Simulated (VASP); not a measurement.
Input of a VASP 6.6.1 run:

File POSCAR:

```
Os
1.0
    2.7165266989      0.0000000000      0.0000000000
   -1.3582633495      2.3525811313      0.0000000000
    0.0000000000      0.0000000000      4.2551982664
Os
2
Direct
    0.6666666667      0.3333333333      0.7500000000
    0.3333333333      0.6666666667      0.2500000000
```

Contents of INCAR.step1:

```
ALGO = Normal ; EDIFF = 1E-5
ENCUT = 420 ; GGA = PE
GGA_COMPAT = F ; ISIF = 2
ISMEAR = -1 ; LASPH = T
LCHARG = F ; LREAL = F
LWAVE = T ; NBANDS = 23
NELM = 120 ; PREC = Accurate
SIGMA = 0.05
```

Contents of INCAR.step2:

```
AEXX = 0.25 ; ALGO = Normal
EDIFF = 1E-6 ; ENCUT = 420
GGA = PS ; GGA_COMPAT = F
ISIF = 2 ; ISMEAR = -1
ISTART = 1 ; LASPH = T
LCHARG = F ; LHFCALC = T
LREAL = F ; LWAVE = F
NBANDS = 23 ; NELM = 120
PREC = Accurate ; PRECFOCK = Normal
SIGMA = 0.05
```

KPOINTS

```
k-points
0
Gamma
  6 6 3
```

Potentials or basis: VASP PAW PBE potentials, release 64 (Os_sv_GW).

Launch:

```console
$ cat potpaw_PBE.64/Os_sv_GW/POTCAR > POTCAR
$ cp INCAR.step1 INCAR
$ mpirun -np 1 vasp_std > vasp.out
$ cp INCAR.step2 INCAR
$ mpirun -np 1 vasp_std > vasp.out
```

(1) Estimate the band gap on the k mesh.

(2) Predict the pressure.

Results:

(1) zero (bands 16 and 17 overlap by 5.45 eV).

(2) -2.4 GPa.

Caveat: the k points lie up to 0.49 Å⁻¹ apart, too coarse for converged energies and pressures of a metal; the PAW data sets were made with another functional, which shifts forces and pressure a little; spin-orbit coupling is left out, which moves the levels of the heavy elements.
